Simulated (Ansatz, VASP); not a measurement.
## One calculation of Y, two programs

The input INCAR:

```
SYSTEM = Y
PREC = Accurate
ENCUT = 520
EDIFF = 1E-7
ISMEAR = -1
SIGMA = 0.05
LREAL = .FALSE.
LASPH = .TRUE.
NELM = 80
ALGO = Normal
ISIF = 2
LWAVE = .FALSE.
LCHARG = .FALSE.
GGA = PS
NBANDS = 30
```

KPOINTS

```
Automatic mesh
0
G
  8 8 3
  0 0 0
```

File POSCAR:

```
Y
1.0
    3.6666676521      0.0000000000      0.0000000000
   -1.8333338261      3.1754273339      0.0000000000
    0.0000000000      0.0000000000     11.9225705853
Y
4
Direct
    0.6666666667      0.3333333333      0.7500000000
    0.0000000000      0.0000000000      0.5000000000
    0.3333333333      0.6666666667      0.2500000000
    0.0000000000      0.0000000000      0.0000000000
```

Contents of input.yaml:

```yaml
crystal:
  lattice:
    - [3.6666676521, 0.0, 0.0]
    - [-1.8333338261, 3.1754273339, 0.0]
    - [0.0, 0.0, 11.9225705853]
  atoms:
    - { symbol: "Y", position: [0.6666666667, 0.3333333333, 0.75] }
    - { symbol: "Y", position: [0.0, 0.0, 0.5] }
    - { symbol: "Y", position: [0.3333333333, 0.6666666667, 0.25] }
    - { symbol: "Y", position: [0.0, 0.0, 0.0] }
kpoints:
  mp_grid: { grid: [8, 8, 3] }
scf:
  occupations: { method: fermi_dirac, width: 0.05 }
hamiltonian:
  xc: pbesol
  pseudopotentials: { kind: all_electron, lapw: { basis_error: 0.001 } }
output:
  forces: true
  stress: true
  eigenvalues: true
```

Change from the starting cell: volume scaled by 1.02.

Alike in both runs: task single point; functional PBEsol; k mesh 8 × 8 × 3; occupations fermi-dirac, width 0.05 eV; no spin polarisation.

```csv
,VASP,Ansatz
version,VASP 6.6.1,Ansatz 0.2.0
potentials or method,"VASP PAW PBE potentials, release 64 (Y_sv), cutoff 520 eV","all-electron LAPW, scalar-relativistic"
```

|  | VASP | Ansatz | Ansatz less VASP |
| --- | --- | --- | --- |
| gap on the k mesh at the Fermi level (eV) | none | none | - |
| pressure (GPa) | -4.2 | -4.1 | +0.09 |
| traceless stress, the component that is largest in VASP (GPa) | -0.38 | -0.38 | -0.005 |

VASP's potentials were made for PBE, not for PBEsol. A gap of «none» marks a metal or a gap that the smearing closes. Ansatz ran all-electron here, and VASP with PAW potentials.
